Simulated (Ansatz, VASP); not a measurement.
**Two plane-wave programs on MnIn7Sb8**

```
Mn In Sb
1.0
     0.00000    6.47820    6.47820
     6.47820    0.00000    6.47820
     6.47820    6.47820    0.00000
Mn In Sb
1 7 8
Cartesian
  0.0055 6.4735 6.4735
  3.2446 3.2335 0.0464
  3.2439 0.0440 3.2374
  6.4330 3.2336 3.2354
  0.0554 3.2325 3.2362
  3.2451 6.4242 3.2353
  3.2427 3.2344 6.4269
  6.4825 6.4706 6.4756
  1.5781 1.5661 1.5690
  4.9114 4.9012 1.5682
  4.9098 1.5683 4.9034
  8.1105 4.8440 4.8475
  1.5779 4.9008 4.9016
  4.8564 8.0998 4.8482
  4.8550 4.8442 8.1046
  8.1097 8.0996 8.1026
```

Alike in both runs: task single point; functional PBEsol; k mesh 2 × 2 × 2; occupations gaussian, width 0.05 eV; collinear spin; Hubbard terms Mn d U = 3.5 eV.

|  | VASP | Ansatz |
| --- | --- | --- |
| version | VASP 6.6.1 | Ansatz 0.2.0 |
| potentials or method | VASP PAW PBE potentials, release 64 (Mn_pv, In_d, Sb), cutoff 520 eV | scalar-relativistic, plane waves, PAW |
| valence electrons in the cell | 144 | 226 |

```tsv
	VASP	Ansatz	Ansatz less VASP
gap on the k mesh at the Fermi level (eV)	none	none	-
pressure (GPa)	0.2	0.2	-0.03
rms of the force components (eV/Å)	0.006	0.001	-0.0049
net moment per atom (μB)	0.29	0.30	+0.003
size of the moment on the site where the two differ most (μB)	4.40	4.37	-0.027
```

VASP's potentials were made for PBE, not for PBEsol. Site moments also hang on the region over which each program counts them. The programs project onto different local orbitals, so the same U acts differently, and such runs can settle in different states. Atom by atom the forces differ by 0.007 eV/Å (rms over components). A gap of «none» marks a metal or a gap that the smearing closes. VASP's potentials hold 144 valence electrons a cell and Ansatz's 226, so a difference there can come from the potentials and not from the codes. Ansatz's warnings: filled band counts differ across k points, specified occupation not kept.

The k mesh is coarse, so the values compare programs but aren't converged. Spin-orbit coupling is off throughout.
